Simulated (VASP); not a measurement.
The system is Y3N.

```
CELL_PARAMETERS angstrom
0.00000 3.22255 3.22255
3.22255 0.00000 3.22255
3.22255 3.22255 0.00000
ATOMIC_POSITIONS crystal
Y 0.25000 0.25000 0.25000
Y 0.75000 0.75000 0.75000
Y 0.50000 0.50000 0.50000
N 0.00000 0.00000 0.00000
```

The cell was generated, and may not be a known phase.

- Program: VASP 6.6.1
- Task: relaxation of cell and atoms
- Functional: PBE
- Potentials or basis: VASP PAW PBE potentials, release 64 (Y_sv, N)
- Cutoff: 600 eV
- k mesh: 6 × 6 × 6
- Occupations: gaussian, width 0.1 eV
- Spin: no spin polarisation

At the start: pressure 22.3 GPa; volume 16.73 Å³/atom.

Question: Where does the relaxation end?

Answer: Over 3 steps the energy falls by 375.6 meV/atom and the volume is 23.37 Å³/atom (+39.7 %); space group Fm-3m (No. 225, to 0.1 Å) before and after.

The path:
```tsv
step	energy change (eV)	largest force (eV/Å)	pressure (GPa)	volume (Å³)
1	0.0000	0.0000	22.35	66.93
2	-1.5007	0.0000	0.54	92.18
3	-1.5025	0.0000	-0.09	93.49
```

Final structure:
```
Y N
1.0
     0.00000    3.60229    3.60229
     3.60229    0.00000    3.60229
     3.60229    3.60229    0.00000
Y N
3 1
Direct
  0.25000 0.25000 0.25000
  0.75000 0.75000 0.75000
  0.50000 0.50000 0.50000
  0.00000 0.00000 0.00000
```

Caveat: the volume moved by over 15 % at a fixed basis, so the end points are rough.
